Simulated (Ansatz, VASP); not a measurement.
# Two plane-wave programs on Co3Sn2

```
CELL_PARAMETERS angstrom
4.10723 0.00000 0.00000
-2.05362 3.55697 0.00000
0.00000 0.00000 4.92797
ATOMIC_POSITIONS crystal
Co 0.00000 0.00000 0.74636
Co 0.00000 0.00000 0.25364
Co 0.66667 0.33333 0.00000
Sn 0.66667 0.33333 0.50000
Sn 0.33333 0.66667 0.00000
```

Alike in both runs: task single point; functional PBEsol; k mesh 12 × 12 × 8; occupations gaussian, width 0.1 eV; no spin polarisation.

|  | VASP | Ansatz |
| --- | --- | --- |
| version | VASP 6.6.1 | Ansatz 0.2.0 |
| potentials or method | VASP PAW PBE potentials, release 64 (Co, Sn_d), cutoff 520 eV | scalar-relativistic, plane waves, PAW |
| valence electrons in the cell | 55 | 79 |

Ansatz gave:

| Property | Result |
| --- | --- |
| gap on the k mesh at the Fermi level (eV) | none |
| pressure (GPa) | 5.3 |
| traceless stress, the component that is largest in VASP (GPa) | 2.76 |
| rms of the force components (eV/Å) | 0.077 |

Problem. What did VASP give for the same quantities?

Solution. gap on the k mesh at the Fermi level (eV): none; pressure (GPa): 5.2; traceless stress, the component that is largest in VASP (GPa): 2.80; rms of the force components (eV/Å): 0.075.

VASP's potentials were made for PBE, not for PBEsol. Atom by atom the forces differ by 0.002 eV/Å (rms over components). A gap of «none» marks a metal or a gap that the smearing closes. VASP's potentials hold 55 valence electrons a cell and Ansatz's 79, so a difference there can come from the potentials and not from the codes.
